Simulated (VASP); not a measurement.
Input of a VASP 6.6.1 run:

POSCAR

```
Ge2CN4
1.0
    7.3106396732      0.0000000000     -0.1717922171
    0.0000000000      2.9236568986      0.0000000000
   -3.8042508621      0.0000000000      6.6812448575
Ge C N
4 2 8
Direct
    0.6227667428      0.5000000000      0.8316518308
    0.8300594573      0.0000000000      0.2469978834
    0.2671774587      0.5000000000      0.4143887799
    0.1503902082      0.5000000000      0.7750105225
    0.7407120286      0.0000000000      0.5574188941
    0.4173907779      0.0000000000      0.2004852922
    0.3360763443      0.5000000000      0.6804753677
    0.6429989126      0.0000000000      0.3404723229
    0.6514012018      0.5000000000      0.6045828634
    0.7348872715      0.0000000000      0.9802051933
   -0.0327158475      0.0000000000      0.6836129834
    0.9855547561      0.5000000000      0.3448402390
    0.2850553919      0.0000000000      0.2808220781
    0.3682452959      0.5000000000      0.0590357494
```

The input INCAR.step1:

```
SYSTEM = Ge2CN4
ALGO     = Normal         ! electronic algorithm
EDIFF    = 1E-4           ! SCF threshold, eV
ENCUT    = 520            ! plane-wave cutoff, eV
GGA      = PE             ! functional
ISMEAR   = 0              ! smearing method
LASPH    = .TRUE.         ! aspherical terms in the spheres
LCHARG   = .FALSE.        ! write CHGCAR
LREAL    = .FALSE.        ! projectors in reciprocal space
LWAVE    = .TRUE.         ! write WAVECAR
NBANDS   = 65             ! bands
NELM     = 60             ! most SCF steps
PREC     = Accurate       ! precision mode
SIGMA    = 0.01           ! smearing width, eV
```

INCAR.step2

```
SYSTEM = Ge2CN4
ALGO     = Normal         ! electronic algorithm
EDIFF    = 1E-7           ! SCF threshold, eV
ENCUT    = 520            ! plane-wave cutoff, eV
ISIF     = 2              ! what is computed and relaxed
ISMEAR   = 0              ! smearing method
ISTART   = 1            
LASPH    = .TRUE.         ! aspherical terms in the spheres
LCHARG   = .FALSE.        ! write CHGCAR
LMIXTAU  = .TRUE.       
LREAL    = .FALSE.        ! projectors in reciprocal space
LWAVE    = .FALSE.        ! write WAVECAR
METAGGA  = R2SCAN         ! meta-GGA
NBANDS   = 65             ! bands
NELM     = 60             ! most SCF steps
PREC     = Accurate       ! precision mode
SIGMA    = 0.01           ! smearing width, eV
```

The input KPOINTS:

```
k-points
0
G
  4 8 4
  0 0 0
```

Potentials or basis: VASP PAW PBE potentials, release 64 (Ge_d, C, N).

Launch:

```console
$ cat potpaw_PBE.64/Ge_d/POTCAR potpaw_PBE.64/C/POTCAR potpaw_PBE.64/N/POTCAR > POTCAR
$ cp INCAR.step1 INCAR
$ mpirun -np 1 vasp_std > vasp.out
$ cp INCAR.step2 INCAR
$ mpirun -np 1 vasp_std > vasp.out
```

Q: What does it give for the pressure?

A: 0.7 GPa.

Q: What does it give for the largest force?

A: 0.095 eV/Å.

Q: What does it give for the band gap on the k mesh?

A: 1.52 eV (least direct gap 1.54 eV).

Forces in eV/Å, atoms in the order of the input:
```
Ge   0.012  0.000  0.012
Ge  -0.004  0.000  0.005
Ge   0.021  0.000  0.017
Ge   0.001  0.000  0.015
C   -0.048  0.000  0.026
C    0.030  0.000 -0.090
N   -0.017  0.000  0.003
N    0.026  0.000 -0.017
N    0.003  0.000 -0.027
N    0.020  0.000  0.007
N    0.006  0.000  0.015
N   -0.004  0.000  0.023
N   -0.052  0.000 -0.006
N    0.007  0.000  0.019
```

Caveat: the PAW data sets were made with another functional, which shifts forces and pressure a little. A k mesh can miss the band edges.
